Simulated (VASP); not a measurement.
# BP (F-43m) in VASP: a series of runs, part 2 of 2

VASP 6.6.1. Earlier steps stand in the parts before.

### 4 Vibrations by perturbation theory, LDA

This run uses another cell than the first one, of 11.19 Å³/atom.

INCAR

```
SYSTEM = BP
ALGO = Normal
EDIFF = 1E-8
ENCUT = 500
GGA = CA
GGA_COMPAT = .False.
IBRION = 8
ISIF = 2
ISMEAR = 0
LASPH = .True.
LCHARG = .False.
LEPSILON = .True.
LREAL = .False.
LWAVE = .False.
NELM = 120
NSW = 1
PREC = Accurate
SIGMA = 0.01
```

KPOINTS

```
k-points
0
Gamma
  12 12 12
  0 0 0
```

POSCAR

```
BP
1.0
    0.0000000000      2.2368543514      2.2368543514
    2.2368543514      0.0000000000      2.2368543514
    2.2368543514      2.2368543514      0.0000000000
B P
1 1
Direct
    0.0000000000      0.0000000000      0.0000000000
    0.2500000000      0.2500000000      0.2500000000
```

Potentials or basis: VASP PAW LDA potentials, release 64 (B, P).

Run with:

```sh
cat potpaw_LDA.64/B/POTCAR potpaw_LDA.64/P/POTCAR > POTCAR
mpirun -np 1 vasp_std > vasp.out
```

OUTCAR:

```text
SYSTEM = BP
   EDIFF = 1E-8
   ENCUT = 500
   GGA = CA
   IBRION = 8
   ISIF = 2
   ISMEAR = 0
   LASPH = .True.
   LEPSILON = .True.
   LREAL = .False.
   NELM = 120
   NSW = 1
   PREC = Accurate

 ion  position               nearest neighbor table
   1  0.000  0.000  0.000-   2 1.94   2 1.94   2 1.94   2 1.94
   2  0.250  0.250  0.250-   1 1.94   1 1.94   1 1.94   1 1.94
[... 594 lines left out ...]
      0.000000  0.000000  0.000000     0.860944   -0.000000    0.000000
      1.118427  1.118427  1.118427    -0.508699    0.000000    0.000000
[... 21 lines left out ...]
   6 f/i=    0.001296 THz     0.008145 2PiTHz    0.043243 cm-1     0.005361 meV
             X         Y         Z           dx          dy          dz
      0.000000  0.000000  0.000000     0.501209   -0.086913   -0.003241
      1.118427  1.118427  1.118427     0.848268   -0.147095   -0.005486

--------------------------------------------------------------------------------------------------------

 MACROSCOPIC STATIC DIELECTRIC TENSOR IONIC CONTRIBUTION
 ------------------------------------------------------
           0.174346    -0.000000    -0.000000
          -0.000000     0.174346    -0.000000
          -0.000000    -0.000000     0.174346
 ------------------------------------------------------

 ELASTIC MODULI CONTR FROM IONIC RELAXATION (kBar)
 Direction    XX          YY          ZZ          XY          YZ          ZX
 --------------------------------------------------------------------------------
 XX          -0.0000      0.0000      0.0000     -0.0000      0.0000     -0.0000
 YY           0.0000     -0.0000      0.0000     -0.0000     -0.0000      0.0000
 ZZ           0.0000      0.0000     -0.0000      0.0000     -0.0000     -0.0000
 XY          -0.0000     -0.0000      0.0000   -243.1148      0.0000      0.0000
 YZ           0.0000     -0.0000     -0.0000      0.0000   -243.1148      0.0000
 ZX          -0.0000      0.0000     -0.0000      0.0000      0.0000   -243.1148
 --------------------------------------------------------------------------------

 PIEZOELECTRIC TENSOR IONIC CONTR  for field in x, y, z        (C/m^2)
          XX          YY          ZZ          XY          YZ          ZX
  --------------------------------------------------------------------------------
  x     0.00000    -0.00000    -0.00000     0.00000    -0.19372     0.00000
  y    -0.00000     0.00000    -0.00000     0.00000     0.00000    -0.19372
  z    -0.00000    -0.00000     0.00000    -0.19372     0.00000     0.00000
```

OSZICAR:

```text
N       E                     dE             d eps       ncg     rms          rms(c)
DAV:   1     0.730844513992E+01    0.73084E+01   -0.40375E+03  1160   0.873E+02
DAV:   2    -0.150986931459E+02   -0.22407E+02   -0.21374E+02  1848   0.112E+02
DAV:   3    -0.153249704840E+02   -0.22628E+00   -0.22628E+00  1320   0.145E+01
DAV:   4    -0.153255334644E+02   -0.56298E-03   -0.56298E-03  1912   0.721E-01
[... 148 lines left out ...]
RMM:   8    -0.411653735035E-01    0.88049E-06   -0.20678E-07  7728   0.139E-04    0.614E-05
RMM:   9    -0.411651963762E-01    0.17713E-06   -0.30888E-08  7917   0.409E-05    0.108E-05
RMM:  10    -0.411652100135E-01   -0.13637E-07    0.31908E-09  7888   0.926E-06    0.843E-06
RMM:  11    -0.411651993788E-01    0.10635E-07    0.22822E-08  6922   0.310E-06    0.968E-07
RMM:  12    -0.411651985577E-01    0.82109E-09    0.92118E-09  4194   0.995E-07    0.300E-07
 Linear response finished
```

It took 3.5 min on 1 thread of Intel Xeon 8259CL, shared host; peak memory 0.25 GiB.

Results:

```
Electronic dielectric tensor (diagonal)                 : 9.21
Born charges (mean of the diagonal)                     : B -0.66; P +0.66 e
Highest phonon frequency at Γ, LO-TO splitting left out : 828 cm⁻¹
```

Phonon frequencies in cm⁻¹ (negative: imaginary):
```
              q point        frequencies
(0.000, 0.000, 0.000)  0 0 0 828 828 828
```

Electronic dielectric tensor:
```
9.21 0.00 0.00
0.00 9.21 0.00
0.00 0.00 9.21
```

Born effective charge tensors (e):
atom 1, B
```
-0.66  0.00  0.00
 0.00 -0.66  0.00
 0.00  0.00 -0.66
```
atom 2, P
```
0.66 0.00 0.00
0.00 0.66 0.00
0.00 0.00 0.66
```

Caveat: the cell stands under pressure or tension, which shifts response properties.

### 5 Vibrations by perturbation theory, LDA

This run uses another cell than the first one, of 11.66 Å³/atom.

INCAR

```
ALGO = Normal
EDIFF = 1E-8
ENCUT = 520
GGA = CA
IBRION = 8
ISIF = 2
ISMEAR = 0
LASPH = T
LCHARG = F
LEPSILON = T
LREAL = F
LWAVE = F
NELM = 80
NSW = 1
PREC = Accurate
SIGMA = 0.01
```

KPOINTS

```
k-points
0
Gamma
  12 12 12
```

POSCAR

```
BP
1.0
    0.0000000000      2.2675000000      2.2675000000
    2.2675000000      0.0000000000      2.2675000000
    2.2675000000      2.2675000000      0.0000000000
B P
1 1
Direct
    0.0000000000      0.0000000000      0.0000000000
    0.2500000000      0.2500000000      0.2500000000
```

Potentials or basis: VASP PAW LDA potentials, release 64 (B, P).

Run with:

```sh
cat potpaw_LDA.64/B/POTCAR potpaw_LDA.64/P/POTCAR > POTCAR
mpirun -np 1 vasp_std > vasp.out
```

OUTCAR:

```text
EDIFF = 1E-8
   ENCUT = 520
   GGA = CA
   IBRION = 8
   ISIF = 2
   ISMEAR = 0
   LASPH = T
   LEPSILON = T
   LREAL = F
   NELM = 80
   NSW = 1
   PREC = Accurate

 ion  position               nearest neighbor table
   1  0.000  0.000  0.000-   2 1.96   2 1.96   2 1.96   2 1.96
   2  0.250  0.250  0.250-   1 1.96   1 1.96   1 1.96   1 1.96

  LATTYP: Found a face centered cubic cell.
 ALAT       =     4.5350000000

[... 590 lines left out ...]
      0.000000  0.000000  0.000000     0.000000    0.860944    0.000000
      1.133750  1.133750  1.133750     0.000000   -0.508700    0.000000
[... 21 lines left out ...]
   6 f/i=    0.001265 THz     0.007949 2PiTHz    0.042201 cm-1     0.005232 meV
             X         Y         Z           dx          dy          dz
      0.000000  0.000000  0.000000     0.000000    0.000000   -0.508700
      1.133750  1.133750  1.133750     0.000000    0.000000   -0.860944

--------------------------------------------------------------------------------------------------------

 MACROSCOPIC STATIC DIELECTRIC TENSOR IONIC CONTRIBUTION
 ------------------------------------------------------
           0.116517     0.000000    -0.000000
           0.000000     0.116517     0.000000
          -0.000000     0.000000     0.116517
 ------------------------------------------------------

 ELASTIC MODULI CONTR FROM IONIC RELAXATION (kBar)
 Direction    XX          YY          ZZ          XY          YZ          ZX
 --------------------------------------------------------------------------------
 XX          -0.0000     -0.0000     -0.0000      0.0000      0.0000      0.0000
 YY          -0.0000     -0.0000     -0.0000      0.0000      0.0000      0.0000
 ZZ          -0.0000     -0.0000     -0.0000      0.0000      0.0000      0.0000
 XY           0.0000      0.0000      0.0000   -155.2173      0.0000      0.0000
 YZ           0.0000      0.0000      0.0000      0.0000   -155.2173      0.0000
 ZX           0.0000      0.0000      0.0000      0.0000      0.0000   -155.2173
 --------------------------------------------------------------------------------

 PIEZOELECTRIC TENSOR IONIC CONTR  for field in x, y, z        (C/m^2)
          XX          YY          ZZ          XY          YZ          ZX
  --------------------------------------------------------------------------------
  x     0.00000     0.00000     0.00000     0.00000    -0.12654    -0.00000
  y     0.00000     0.00000     0.00000     0.00000     0.00000    -0.12654
  z     0.00000     0.00000     0.00000    -0.12654     0.00000    -0.00000
```

OSZICAR:

```text
N       E                     dE             d eps       ncg     rms          rms(c)
DAV:   1     0.759348294205E+01    0.75935E+01   -0.41494E+03  1176   0.902E+02
DAV:   2    -0.149797959305E+02   -0.22573E+02   -0.21910E+02  1816   0.111E+02
DAV:   3    -0.152177091020E+02   -0.23791E+00   -0.23791E+00  1320   0.148E+01
DAV:   4    -0.152183250863E+02   -0.61598E-03   -0.61598E-03  1912   0.775E-01
[... 143 lines left out ...]
RMM:   9    -0.412789759539E-01    0.12977E-06   -0.13468E-07  7919   0.331E-05    0.914E-06
RMM:  10    -0.412789882371E-01   -0.12283E-07   -0.10913E-08  7850   0.949E-06    0.755E-06
RMM:  11    -0.412789762221E-01    0.12015E-07    0.22311E-08  6832   0.298E-06    0.935E-07
RMM:  12    -0.412789755673E-01    0.65485E-09    0.31407E-09  4144   0.973E-07    0.268E-07
 Linear response finished
```

Wall time 4.7 min (1 thread of Intel Xeon 8259CL, shared host); peak memory 0.24 GiB.

What came out:

| Quantity | Value |
| --- | --- |
| Electronic dielectric tensor (diagonal) | 9.23 |
| Born charges (mean of the diagonal) | B -0.53; P +0.53 e |
| Highest phonon frequency at Γ, LO-TO splitting left out | 795 cm⁻¹ |

Phonon frequencies in cm⁻¹ (negative: imaginary):
| q point | frequencies |
| --- | --- |
| (0.000, 0.000, 0.000) | 0 0 0 795 795 795 |

Electronic dielectric tensor:
```
9.23 0.00 0.00
0.00 9.23 0.00
0.00 0.00 9.23
```

Born effective charge tensors (e):
atom 1, B
```
-0.53  0.00  0.00
 0.00 -0.53  0.00
 0.00  0.00 -0.53
```
atom 2, P
```
0.53 0.00 0.00
0.00 0.53 0.00
0.00 0.00 0.53
```

Caveat: the cell stands under pressure or tension, which shifts response properties.
